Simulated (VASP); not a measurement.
Wanted: the native input for a VASP 6.6.1 run.

* Task: single point
* Functional: LDA
* Potentials or basis: VASP PAW LDA potentials, release 64 (Ta_pv, Ru_pv)
* Cutoff: 520 eV
* k mesh: 11 × 11 × 10
* Occupations: fermi-dirac, width 0.05 eV
* Spin: no spin polarisation
* Dipole correction: no
* Further INCAR settings: ALGO = Normal; EDIFF = 1e-07; NBANDS = 20

The structure of TaRu lies in POSCAR:

```
TaRu
1.0
    3.1140600000      0.0000000000      0.0000000000
    0.0000000000      3.1140600000      0.0000000000
    0.0000000000      0.0000000000      3.3890000000
Ta Ru
1 1
Direct
    0.5000000000      0.5000000000      0.5000000000
    0.0000000000      0.0000000000      0.0000000000
```

This cell differs from its parent crystal: equal xx and yy strain of +2 %.

One way to write it, as run:

INCAR

```
SYSTEM = TaRu
PREC = Accurate ; ENCUT = 520
EDIFF = 1E-7 ; ISMEAR = -1
SIGMA = 0.05 ; LREAL = .False.
LASPH = .True. ; NELM = 60
ALGO = Normal ; ISIF = 2
LWAVE = .False. ; LCHARG = .True.
LELF = .True. ; LVHAR = .True.
NBANDS = 20
```

KPOINTS

```
regular mesh
0
Gamma
  11 11 10
  0 0 0
```

Potentials or basis: VASP PAW LDA potentials, release 64 (Ta_pv, Ru_pv).

Run with:

```bash
$ cat potpaw_LDA.64/Ta_pv/POTCAR potpaw_LDA.64/Ru_pv/POTCAR > POTCAR
$ mpirun -np 1 vasp_std > vasp.out
```

Results of the run:

```json
{
 "Pressure": "-18.6 GPa"
}
```

Caveat: the cell differs from its parent crystal (equal xx and yy strain of +2 %).

Run time: 36 s on 1 thread of Intel(R) Xeon(R) Platinum 8375C CPU @ 2.90GHz (Ice Lake), on a shared host, peak memory 0.19 GiB.
